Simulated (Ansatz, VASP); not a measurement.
# One calculation of PbO2, two programs

```
Pb O
1.0
     0.00000    2.70199    2.70199
     2.70199    0.00000    2.70199
     2.70199    2.70199    0.00000
Pb O
1 2
Cartesian
  0.0000 0.0000 0.0000
  4.0530 4.0530 4.0530
  1.3510 1.3510 1.3510
```

Alike in both runs: functional r2SCAN; k mesh 7 × 7 × 7; occupations fermi-dirac, width 0.05 eV; non-collinear spin, spin-orbit coupling.

|  | VASP | Ansatz |
| --- | --- | --- |
| version | VASP 6.6.1 | Ansatz 0.2.0 |
| potentials or method | VASP PAW PBE potentials, release 64 (Pb_d, O_h) | Ansatz PAW |
| plane-wave cutoff (eV) | 910 | 500 |
| valence electrons in the cell | 26 | 26 |
| task | single point | band structure |

```csv
,VASP,Ansatz,Ansatz less VASP
net moment per atom (μB),0.00,0.00,0.000
```

VASP's potentials were made for PBE, not for r2SCAN. With one functional, cell and mesh, what is left measures potentials, basis and numerics.

Noted on VASP's run: the cutoff is short for stress, so the pressure is rough.
